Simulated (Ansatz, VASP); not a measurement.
## One calculation of Sb, two programs

INCAR

```
SYSTEM = Sb
  ALGO = Normal
  EDIFF = 1E-6
  ENCUT = 520
  ISIF = 2
  ISMEAR = -1
  LASPH = .True.
  LCHARG = .False.
  LREAL = .False.
  LWAVE = .False.
  NBANDS = 12
  NELM = 80
  PREC = Accurate
  SIGMA = 0.03
```

The input KPOINTS:

```
k-points
0
Gamma
  12 12 12
  0 0 0
```

POSCAR

```
Sb
1.0
    2.1506003320      1.2416496806      3.7440000000
   -2.1506003320      1.2416496806      3.7440000000
    0.0000000000     -2.4832993611      3.7440000000
Sb
2
Direct
    0.2336400000      0.2336400000      0.2336400000
    0.7663600000      0.7663600000      0.7663600000
```

Input for Ansatz:

```yaml
crystal:
  lattice:
    - [2.150600332, 1.2416496806, 3.744]
    - [-2.150600332, 1.2416496806, 3.744]
    - [0.0, -2.4832993611, 3.744]
  atoms:
    - { symbol: Sb, position: [0.23364, 0.23364, 0.23364] }
    - { symbol: Sb, position: [0.76636, 0.76636, 0.76636] }
kpoints:
  mp_grid: { grid: [12, 12, 12] }
  band_path:
    path:
      - [0.0, 0.0, 0.0]
      - [0.5, 0.5, 0.5]
      - [0.7600111779, 0.2399888221, 0.5]
      - [0.5, -0.2399888221, 0.2399888221]
      - [0.5, 0.0, 0.0]
      - [0.0, 0.0, 0.0]
      - [0.369994411, -0.369994411, 0.0]
      - [0.630005589, 0.0, 0.369994411]
      - [0.5, 0.0, 0.5]
    npoints: 14
scf:
  occupations: { method: fermi_dirac, width: 0.03 }
hamiltonian:
  xc: lda
  pseudopotentials: { kind: all_electron, lapw: { basis_error: 0.0005 } }
output:
  forces: true
  stress: true
  eigenvalues: true
  fatbands: true
  populations: true
  dos: { projected: true, de: 0.2, e_range: [-14, 8] }
```

Alike in both runs: task single point; functional LDA; k mesh 12 × 12 × 12; occupations fermi-dirac, width 0.03 eV; no spin polarisation.

|  | VASP | Ansatz |
| --- | --- | --- |
| version | VASP 6.6.1 | Ansatz 0.2.0 |
| potentials or method | VASP PAW LDA potentials, release 64 (Sb), cutoff 520 eV | all-electron LAPW, scalar-relativistic |

|  | VASP | Ansatz | Ansatz less VASP |
| --- | --- | --- | --- |
| pressure (GPa) | -0.6 | -0.8 | -0.26 |
| traceless stress, the component that is largest in VASP (GPa) | -0.34 | -0.26 | +0.072 |
| rms of the force components (eV/Å) | 0.080 | 0.041 | -0.0393 |

LDA's correlation is that of Perdew and Zunger in VASP and of Perdew and Wang (1992) in Ansatz. Atom by atom the forces differ by 0.039 eV/Å (rms over components). Ansatz ran all-electron here, and VASP with PAW potentials.

Neither program's run includes spin-orbit coupling.
